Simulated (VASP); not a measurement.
# Ir (Fm-3m) in VASP: notebook

The runs below take Ir through single point, relaxation of volume and atoms at fixed shape, with PBEsol.

Everything below comes from runs of VASP 6.6.1. Logs are shortened: lines on timing, memory, paths and dates and some standing lists are left out, and cuts for length are marked.

### Step 1. The cell of the first run

Symmetry: Fm-3m, No. 225, cubic system. The conventional cell has a = 3.832 Å, b = 3.832 Å, c = 3.832 Å, α = 90.00°, β = 90.00°, γ = 90.00°. Ir (site symmetry m-3m) has 12 Ir at 2.71 Å within 3.6 Å.

### Step 2. Single point, PBEsol

Contents of INCAR:

```
SYSTEM = Ir
PREC = Accurate
ENCUT = 520
EDIFF = 1E-6
ISMEAR = -1
SIGMA = 0.05
LREAL = .FALSE.
LASPH = .TRUE.
NELM = 100
ALGO = Normal
ISIF = 2
LWAVE = .FALSE.
LCHARG = .FALSE.
GGA = PS
NBANDS = 10
```

Contents of KPOINTS:

```
Automatic mesh
0
G
  11 11 11
  0 0 0
```

Contents of POSCAR:

```
Ir
1.0
    0.0000000000      1.9160444549      1.9160444549
    1.9160444549      0.0000000000      1.9160444549
    1.9160444549      1.9160444549      0.0000000000
Ir
1
Direct
    0.0000000000      0.0000000000      0.0000000000
```

Potentials or basis: VASP PAW PBE potentials, release 64 (Ir).

The run is started by

```
$ cat potpaw_PBE.64/Ir/POTCAR > POTCAR
$ mpirun -np 1 vasp_std > vasp.out
```

OUTCAR:

```text
SYSTEM = Ir
   PREC = Accurate
   ENCUT = 520
   EDIFF = 1E-6
   ISMEAR = -1
   LREAL = .FALSE.
   LASPH = .TRUE.
   NELM = 100
   ISIF = 2
   GGA = PS

 ion  position               nearest neighbor table
   1  0.000  0.000  0.000-

  LATTYP: Found a face centered cubic cell.
 ALAT       =     3.8320889098

  Lattice vectors:

 A1 = (   0.0000000000,   1.9160444549,   1.9160444549)
 A2 = (   1.9160444549,   0.0000000000,   1.9160444549)
 A3 = (   1.9160444549,   1.9160444549,   0.0000000000)

Analysis of symmetry for initial positions (statically):
=====================================================================
 Subroutine PRICEL returns:
 Original cell was already a primitive cell.

 Routine SETGRP: Setting up the symmetry group for a
 face centered cubic supercell.

 Subroutine GETGRP returns: Found 48 space group operations
 (whereof 48 operations were pure point group operations)
 out of a pool of 48 trial point group operations.

The static configuration has the point symmetry O_h .

Analysis of symmetry for dynamics (positions and initial velocities):
=====================================================================
 Subroutine PRICEL returns:
 Original cell was already a primitive cell.

 Routine SETGRP: Setting up the symmetry group for a
 face centered cubic supercell.

 Subroutine GETGRP returns: Found 48 space group operations
 (whereof 48 operations were pure point group operations)
 out of a pool of 48 trial point group operations.

The dynamic configuration has the point symmetry O_h .

 Subroutine INISYM returns: Found 48 space group operations
 (whereof 48 operations are pure point group operations),
 and found     1 'primitive' translations

----------------------------------------------------------------------------------------

                                     Primitive cell

  volume of cell :      14.0685

  direct lattice vectors                    reciprocal lattice vectors
     0.000000000  1.916044455  1.916044455    -0.260954279  0.260954279  0.260954279
     1.916044455  0.000000000  1.916044455     0.260954279 -0.260954279  0.260954279
     1.916044455  1.916044455  0.000000000     0.260954279  0.260954279 -0.260954279

  length of vectors
     2.709696054  2.709696054  2.709696054     0.451986070  0.451986070  0.451986070

  position of ions in fractional coordinates (direct lattice)
     0.000000000  0.000000000  0.000000000

  ion indices of the primitive-cell ions
   primitive index   ion index
[... 67 lines left out ...]
   ISPIN  =      1    spin polarized calculation?
   LNONCOLLINEAR =      F non collinear calculations
   LSORBIT =      F    spin-orbit coupling
   LASPH  =      T    aspherical Exc in radial PAW
   ENCUT  =  520.0 eV  38.22 Ry    6.18 a.u.   5.04  5.04  5.04*2*pi/ulx,y,z
   NELM   =    100;   NELMIN=  2; NELMDL= -5     # of ELM steps
   EDIFF  = 0.1E-05   stopping-criterion for ELM
   LREAL  =      F    real-space projection
   EDIFFG = 0.1E-04   stopping-criterion for IOM
   NSW    =      0    number of steps for IOM
   IBRION =     -1    ionic relax: 0-MD 1-quasi-New 2-CG
   NFREE  =      0    steps in history (QN), initial steepest desc. (CG)
   ISIF   =      2    stress and relaxation
   ISYM   =      2    0-nonsym 1-usesym 2-fastsym
   POTIM  = 0.5000    time-step for ionic-motion
   TEBEG  =    0.0;   TEEND  =   0.0 temperature during run
   PSTRESS=    0.0 pullay stress
   NELECT =       9.0000    total number of electrons
   NUPDOWN=      -1.0000    fix difference up-down
   EMIN   =  10.00;   EMAX   =-10.00  energy-range for DOS
[... 5 lines left out ...]
     AMIX     =   0.40;   BMIX     =  1.00
     AMIX_MAG =   1.60;   BMIX_MAG =  1.00
  volume/ion in A,a.u.               =      14.07        94.94
  Fermi-wavevector in a.u.,A,eV,Ry     =   1.410609  2.665665 27.073127  1.989819
  Thomas-Fermi vector in A             =   2.532546
   LORBIT       =      0    0 simple, 1 ext, 2 COOP (PROOUT), +10 PAW based schemes
   GGA     = PS    functional components
   LHFCALC =     F    Hartree Fock is set to
   AEXX    =    0.0000 exact exchange contribution
   IVDW    =     0    specifies the selected vdW correction
   LEPSILON=     F    determine dielectric tensor
   LRPA    =     F    only Hartree local field effects (RPA)
 non-spin polarized calculation
  energy-cutoff  :      520.00
  volume of cell :       14.07
 maximum number of plane-waves:       388
   NGX =  9   NGY =  9   NGZ =  9

 number of electron       9.0000000 magnetization

 Free energy of the ion-electron system (eV)
  ---------------------------------------------------
  ext. energy  EPLUGINS =         0.00000000
  ---------------------------------------------------
  free energy    TOTEN  =        -9.79744344 eV

  energy without entropy =       -9.78408812  energy(sigma->0) =       -9.79076578

 E-fermi :  10.2737     XC(G=0): -14.1350

 val. band max:       10.2637277281   @ k =   0.2727   0.2727   0.0000
 cond. band min:      10.2824159777   @ k =   0.3636   0.2727   0.0000
 fundamental gap:      0.0186882496
 Fermi energy:        10.2736590214

 k-point     1 :       0.0000    0.0000    0.0000
  band No.  band energies     occupation
      1      -0.9075      2.00000
      2       6.4035      2.00000
      3       6.4035      2.00000
      4       6.4035      2.00000
      5       9.1456      2.00000
      6       9.1456      2.00000
      7      24.6489      0.00000
      8      30.2604      0.00000
      9      30.2604      0.00000
     10      30.2604      0.00000
[... 287 lines left out ...]
 k-point    24 :      -0.1818    0.1818    0.0000
  band No.  band energies     occupation
      1       2.3091      2.00000
      2       5.2289      2.00000
      3       6.5818      2.00000
      4       7.8514      2.00000
      5       7.9176      2.00000
      6      11.0176      0.00000
      7      24.5082      0.00000
      8      27.6870      0.00000
      9      29.9100      0.00000
     10      30.7757      0.00000

 [... further k-points ...]
[... 5 lines left out ...]
  --------------------------------------------------------------------------------------
  -------------------------------------------------------------------------------------
  Total        0.0884168      0.0884168      0.0884168      0.0000000      0.0000000      0.0000000
  in kB       10.0692819     10.0692819     10.0692819      0.0000000      0.0000000      0.0000000
  external PRESSURE =      10.0692819 kB  Pullay stress =       0.0000000 kB

 VOLUME and BASIS-vectors are now :
 -----------------------------------------------------------------------------
  energy-cutoff  :      520.00
  volume of cell :       14.07
      direct lattice vectors                 reciprocal lattice vectors
     0.000000000  1.916044455  1.916044455    -0.260954279  0.260954279  0.260954279
     1.916044455  0.000000000  1.916044455     0.260954279 -0.260954279  0.260954279
     1.916044455  1.916044455  0.000000000     0.260954279  0.260954279 -0.260954279

 POSITION                                       TOTAL-FORCE (eV/Angst)
 -----------------------------------------------------------------------------------
      0.00000      0.00000      0.00000         0.000000      0.000000      0.000000
 -----------------------------------------------------------------------------------
    total drift:                                0.000000      0.000000     -0.000000

  FREE ENERGIE OF THE ION-ELECTRON SYSTEM (eV)
  ---------------------------------------------------
  free  energy   TOTEN  =        -9.7974434354 eV

  energy  without entropy=       -9.7840881199  energy(sigma->0) =       -9.79076578
```

OSZICAR:

```text
N       E                     dE             d eps       ncg     rms          rms(c)
DAV:   1     0.477413819760E+02    0.47741E+02   -0.42541E+03  1144   0.802E+02
DAV:   2    -0.951962471494E+01   -0.57261E+02   -0.54556E+02  1158   0.195E+02
DAV:   3    -0.104240209717E+02   -0.90440E+00   -0.90037E+00  1294   0.301E+01
DAV:   4    -0.104324483887E+02   -0.84274E-02   -0.84262E-02  1286   0.270E+00
DAV:   5    -0.104326126223E+02   -0.16423E-03   -0.16423E-03  1328   0.355E-01    0.161E+01
DAV:   6    -0.990126526433E+01    0.53135E+00   -0.92388E-01  1244   0.117E+01    0.637E+00
DAV:   7    -0.980462571679E+01    0.96640E-01   -0.28410E-01  1322   0.592E+00    0.149E+00
DAV:   8    -0.980255394258E+01    0.20718E-02   -0.20464E-03  1194   0.449E-01    0.124E+00
DAV:   9    -0.979745244549E+01    0.51015E-02   -0.27014E-03  1226   0.754E-01    0.333E-02
DAV:  10    -0.979744178691E+01    0.10659E-04   -0.17518E-05  1606   0.464E-02    0.202E-02
DAV:  11    -0.979744340388E+01   -0.16170E-05   -0.12731E-06  1102   0.741E-03    0.235E-03
DAV:  12    -0.979744343540E+01   -0.31515E-07   -0.27023E-08   612   0.183E-03
   1 F= -.97974434E+01 E0= -.97907658E+01  d E =-.133553E-01
```

It took 4.9 s on 1 thread of Intel Xeon Platinum 8488C (Sapphire Rapids), shared host; peak memory 0.13 GiB.

What came out:

| Property | Result |
| --- | --- |
| Free energy | -9.7974 eV |
| Pressure | 1.0 GPa |

Caveat: the PAW data sets were made with another functional, which shifts forces and pressure a little; spin-orbit coupling is left out, which moves the levels of the heavy elements.

### Step 3. Relaxation of volume and atoms at fixed shape, PBEsol

Contents of INCAR:

```
PREC = Accurate
ENCUT = 600
EDIFF = 1E-6
ISMEAR = -1
SIGMA = 0.05
LREAL = False
LASPH = True
NELM = 100
ALGO = Normal
ISIF = 8
LWAVE = False
LCHARG = False
GGA = PS
IBRION = 2
NSW = 80
EDIFFG = -0.02
```

Contents of KPOINTS:

```
regular mesh
0
Gamma
  11 11 11
```

Contents of POSCAR:

```
Ir
1.0
    0.0000000000      1.9156000000      1.9156000000
    1.9156000000      0.0000000000      1.9156000000
    1.9156000000      1.9156000000      0.0000000000
Ir
1
Direct
    0.0000000000      0.0000000000      0.0000000000
```

Potentials or basis: VASP PAW PBE potentials, release 64 (Ir).

The run is started by

```
$ cat potpaw_PBE.64/Ir/POTCAR > POTCAR
$ mpirun -np 1 vasp_std > vasp.out
```

OUTCAR:

```text
PREC = Accurate
   ENCUT = 600
   EDIFF = 1E-6
   ISMEAR = -1
   LREAL = False
   LASPH = True
   NELM = 100
   ISIF = 8
   GGA = PS
   IBRION = 2
   NSW = 80
   EDIFFG = -0.02

 ion  position               nearest neighbor table
   1  0.000  0.000  0.000-

  LATTYP: Found a face centered cubic cell.
 ALAT       =     3.8312000000

  Lattice vectors:

 A1 = (   0.0000000000,   1.9156000000,   1.9156000000)
 A2 = (   1.9156000000,   0.0000000000,   1.9156000000)
 A3 = (   1.9156000000,   1.9156000000,   0.0000000000)

Analysis of symmetry for initial positions (statically):
=====================================================================
 Subroutine PRICEL returns:
 Original cell was already a primitive cell.

 Routine SETGRP: Setting up the symmetry group for a
 face centered cubic supercell.

 Subroutine GETGRP returns: Found 48 space group operations
 (whereof 48 operations were pure point group operations)
 out of a pool of 48 trial point group operations.

The static configuration has the point symmetry O_h .

Analysis of symmetry for dynamics (positions and initial velocities):
[... 164 lines left out ...]
  --------------------------------------------------------------------------------------
  -------------------------------------------------------------------------------------
  Total        0.1135235      0.1135235      0.1135235      0.0000000      0.0000000     -0.0000000
  in kB       12.9375474     12.9375474     12.9375474      0.0000000      0.0000000     -0.0000000
  external PRESSURE =      12.9375474 kB  Pullay stress =       0.0000000 kB
[... 57 lines left out ...]
--------------------------------------- Ionic step        3  -------------------------------------------

 number of electron       9.0000000 magnetization

 Free energy of the ion-electron system (eV)
  ---------------------------------------------------
  ext. energy  EPLUGINS =         0.00000000
  ---------------------------------------------------
  free energy    TOTEN  =        -9.79761007 eV

  energy without entropy =       -9.78420803  energy(sigma->0) =       -9.79090905

 E-fermi :  10.2261     XC(G=0): -14.1190

 val. band max:       10.2156088711   @ k =   0.2727   0.2727   0.0000
 cond. band min:      10.2349815987   @ k =   0.3636   0.2727   0.0000
 fundamental gap:      0.0193727276
 Fermi energy:        10.2260771483

 k-point     1 :       0.0000    0.0000    0.0000
  band No.  band energies     occupation
      1      -0.9258      2.00000
      2       6.3721      2.00000
      3       6.3721      2.00000
      4       6.3721      2.00000
      5       9.1023      2.00000
      6       9.1023      2.00000
      7      24.6069      0.00000
      8      30.2018      0.00000
[... 243 lines left out ...]
 k-point    24 :      -0.1818    0.1818    0.0000
  band No.  band energies     occupation
      1       2.2833      2.00000
      2       5.2023      2.00000
      3       6.5503      2.00000
      4       7.8144      2.00000
      5       7.8807      2.00000
      6      10.9662      0.00000
      7      24.4412      0.00000
      8      27.6060      0.00000

 [... further k-points ...]
[... 5 lines left out ...]
  --------------------------------------------------------------------------------------
  -------------------------------------------------------------------------------------
  Total       -0.0009376     -0.0009376     -0.0009376      0.0000000      0.0000000     -0.0000000
  in kB       -0.1064836     -0.1064836     -0.1064836      0.0000000      0.0000000     -0.0000000
  external PRESSURE =      -0.1064836 kB  Pullay stress =       0.0000000 kB
[... 16 lines left out ...]
  FREE ENERGIE OF THE ION-ELECTRON SYSTEM (eV)
  ---------------------------------------------------
  free  energy   TOTEN  =        -9.7976100717 eV

  energy  without entropy=       -9.7842080286  energy(sigma->0) =       -9.79090905

 reached required accuracy - stopping structural energy minimisation
```

OSZICAR:

```text
N       E                     dE             d eps       ncg     rms          rms(c)
DAV:   1     0.474970823255E+02    0.47497E+02   -0.49241E+03   896   0.115E+03
[... 17 lines left out ...]
   2 F= -.97947894E+01 E0= -.97879762E+01  d E =0.261502E-02
       N       E                     dE             d eps       ncg     rms          rms(c)
DAV:   1    -0.980598764088E+01   -0.11199E-01   -0.32144E-01   952   0.941E+00    0.896E-01
DAV:   2    -0.979842260911E+01    0.75650E-02   -0.19305E-02   968   0.193E+00    0.291E-01
DAV:   3    -0.979760126196E+01    0.82135E-03   -0.37163E-03  1064   0.778E-01    0.842E-02
DAV:   4    -0.979760973028E+01   -0.84683E-05   -0.86289E-05  1192   0.976E-02    0.506E-03
DAV:   5    -0.979761007171E+01   -0.34143E-06   -0.10444E-06   928   0.121E-02
   3 F= -.97976101E+01 E0= -.97909091E+01  d E =-.205638E-03
```

It took 13 s on 1 thread of Intel Xeon Platinum 8488C (Sapphire Rapids), shared host; peak memory 0.15 GiB.

Results:

* Free energy: -9.7976 eV
* Relaxed volume: 14.11 Å³/atom
* Relaxed cell: a = 2.712 Å, b = 2.712 Å, c = 2.712 Å, α = 60.00°, β = 60.00°, γ = 60.00°
* Space group after relaxing (to 0.05 Å): Fm-3m (No. 225)
* Energy gained by relaxing: 0.2 meV/atom
* Ionic steps: 3
* Pressure after relaxing: 0.0 GPa

The path:
| step | energy change (eV) | largest force (eV/Å) | pressure (GPa) | volume (Å³) |
| --- | --- | --- | --- | --- |
| 1 | 0.0000 | 0.0000 | 1.29 | 14.06 |
| 2 | 0.0026 | 0.0000 | -4.85 | 14.29 |
| 3 | -0.0002 | 0.0000 | -0.01 | 14.11 |

Final structure:
```
CELL_PARAMETERS angstrom
0.00000 1.91779 1.91779
1.91779 0.00000 1.91779
1.91779 1.91779 0.00000
ATOMIC_POSITIONS crystal
Ir 0.00000 0.00000 0.00000
```

Levels at points of the mesh, in eV from the Fermi level:
| k point | band 1 | band 2 | band 3 | band 4 | band 5 | band 6 | band 7 | band 8 |
| --- | --- | --- | --- | --- | --- | --- | --- | --- |
| (0.00, 0.00, 0.00) | -11.15 | -3.85 | -3.85 | -3.85 | -1.12 | -1.12 | 14.38 | 19.98 |

Caveat: the PAW data sets were made with another functional, which shifts forces and pressure a little; spin-orbit coupling is left out, which moves the levels of the heavy elements. Zero-point motion and thermal expansion aren't in these numbers.

### Step 4. Single point, PBEsol

Contents of INCAR:

```
SYSTEM = Ir
PREC = Accurate
ENCUT = 500
EDIFF = 1E-6
ISMEAR = -1
SIGMA = 0.05
LREAL = .FALSE.
LASPH = .TRUE.
NELM = 120
ALGO = Normal
ISIF = 2
LWAVE = .FALSE.
LCHARG = .FALSE.
GGA = PS
NBANDS = 14
GGA_COMPAT = .FALSE.
```

Contents of KPOINTS:

```
Automatic mesh
0
G
  11 11 11
  0 0 0
```

Contents of POSCAR:

```
Ir
1.0
    0.0000000000      1.9160444549      1.9160444549
    1.9160444549      0.0000000000      1.9160444549
    1.9160444549      1.9160444549      0.0000000000
Ir
1
Direct
    0.0000000000      0.0000000000      0.0000000000
```

Potentials or basis: VASP PAW PBE potentials, release 64 (Ir_sv_GW).

The run is started by

```
$ cat potpaw_PBE.64/Ir_sv_GW/POTCAR > POTCAR
$ mpirun -np 1 vasp_std > vasp.out
```

It took 11 s on 1 thread of Intel Xeon Platinum 8375C at 2.90GHz (Ice Lake), shared host; peak memory 0.13 GiB.

The run converged. Its results:

```
Free energy : -10.3723 eV
Pressure    : -3.2 GPa
```

Levels at points of the mesh, in eV from the Fermi level:
| k point | band 6 | band 7 | band 8 | band 9 | band 10 | band 11 |
| --- | --- | --- | --- | --- | --- | --- |
| (0.00, 0.00, 0.00) | -3.86 | -3.86 | -3.86 | -1.12 | -1.12 | 13.64 |

Caveat: the PAW data sets were made with another functional, which shifts forces and pressure a little; spin-orbit coupling is left out, which moves the levels of the heavy elements.

### Step 5. The runs side by side

```tsv
task	potentials or basis	cell	cutoff (eV)	second run	gap on the mesh (eV)	pressure (GPa)
single point	VASP PAW PBE potentials, release 64 (Ir)	a = 2.710 Å, angles 60.0°, 1 atom	520	-	none	1.0
relaxation of volume and atoms at fixed shape	VASP PAW PBE potentials, release 64 (Ir)	relaxed from a = 2.709 Å, angles 60.0°, 1 atom	600	-	none	0.0
single point	VASP PAW PBE potentials, release 64 (Ir_sv_GW)	a = 2.710 Å, angles 60.0°, 1 atom	500	valence_matched	none	-3.2
```

Alike in all rows: level PBEsol; no spin polarisation; k mesh 11 × 11 × 11; smearing fermi-dirac 0.05 eV.

Caveats: the PAW data sets were made with another functional, which shifts forces and pressure a little; spin-orbit coupling is left out, which moves the levels of the heavy elements.

Total energies depend on the potentials used, so only differences within one code and one set of settings carry meaning.
